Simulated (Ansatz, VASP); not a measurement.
# One calculation of MoS2, two programs

INCAR

```
SYSTEM = MoS2
PREC     = Accurate       ! precision mode
ENCUT    = 520            ! plane-wave cutoff, eV
EDIFF    = 1E-8           ! SCF threshold, eV
ISMEAR   = -1             ! smearing method
SIGMA    = 0.05           ! smearing width, eV
LREAL    = .False.        ! projectors in reciprocal space
LASPH    = .True.         ! aspherical terms in the spheres
NELM     = 80             ! most SCF steps
ALGO     = Normal         ! electronic algorithm
ISIF     = 2              ! what is computed and relaxed
LWAVE    = .False.        ! write WAVECAR
LCHARG   = .False.        ! write CHGCAR
GGA      = PE             ! functional
LEFG     = .True.       
NBANDS   = 49             ! bands
```

Contents of KPOINTS:

```
Automatic mesh
0
Gamma
  10 10 1
  0 0 0
```

File POSCAR:

```
MoS2
1.0
    3.1840155185      0.0000000000      0.0000000000
   -1.5920077592      2.7574383250      0.0000000000
    0.0000000000      0.0000000000     28.3873198000
Mo S
3 6
Direct
    0.3333333333      0.6666666667      0.2281647700
    0.3333333333      0.6666666667      0.7718352300
    0.6666666667      0.3333333333      0.0000000000
    0.6666666667      0.3333333333      0.1734930900
    0.6666666667      0.3333333333      0.7171875100
    0.3333333333      0.6666666667      0.9453341200
    0.6666666667      0.3333333333      0.2828124900
    0.6666666667      0.3333333333      0.8265069100
    0.3333333333      0.6666666667      0.0546658800
```

Contents of input.yaml:

```yaml
crystal:
  lattice:
    - [3.1840155185, 0.0, 0.0]
    - [-1.5920077592, 2.757438325, 0.0]
    - [0.0, 0.0, 28.3873198]
  atoms:
    - { symbol: Mo, position: [0.3333333333, 0.6666666667, 0.22816477] }
    - { symbol: Mo, position: [0.3333333333, 0.6666666667, 0.77183523] }
    - { symbol: Mo, position: [0.6666666667, 0.3333333333, 0.0] }
    - { symbol: S, position: [0.6666666667, 0.3333333333, 0.17349309] }
    - { symbol: S, position: [0.6666666667, 0.3333333333, 0.71718751] }
    - { symbol: S, position: [0.3333333333, 0.6666666667, 0.94533412] }
    - { symbol: S, position: [0.6666666667, 0.3333333333, 0.28281249] }
    - { symbol: S, position: [0.6666666667, 0.3333333333, 0.82650691] }
    - { symbol: S, position: [0.3333333333, 0.6666666667, 0.05466588] }
kpoints:
  mp_grid: { grid: [10, 10, 1] }
scf:
  occupations: { method: fermi_dirac, width: 0.05 }
hamiltonian:
  xc: pbe
  pseudopotentials: { kind: all_electron, datasets: crystal }
output:
  forces: true
  stress: true
  eigenvalues: true
  efg: {}
```

Alike in both runs: task electric field gradients; functional PBE; k mesh 10 × 10 × 1; occupations fermi-dirac, width 0.05 eV; no spin polarisation.

|  | VASP | Ansatz |
| --- | --- | --- |
| version | VASP 6.6.1 | Ansatz 0.2.0 |
| potentials or method | VASP PAW PBE potentials, release 64 (Mo_sv, S), cutoff 520 eV | all-electron PAW datasets made for the slab |

```csv
,VASP,Ansatz,Ansatz less VASP
gap on the k mesh at the Fermi level (eV),1.32,1.31,-0.012
least direct gap on the mesh (eV),1.88,1.88,-0.003
rms of the force components (eV/Å),0.082,0.088,+0.0067
size of Vzz on the site where it differs most (V/Å²),81.9,79.2,-2.71
```

Atom by atom the forces differ by 0.007 eV/Å (rms over components). Ansatz ran all-electron here, and VASP with PAW potentials.
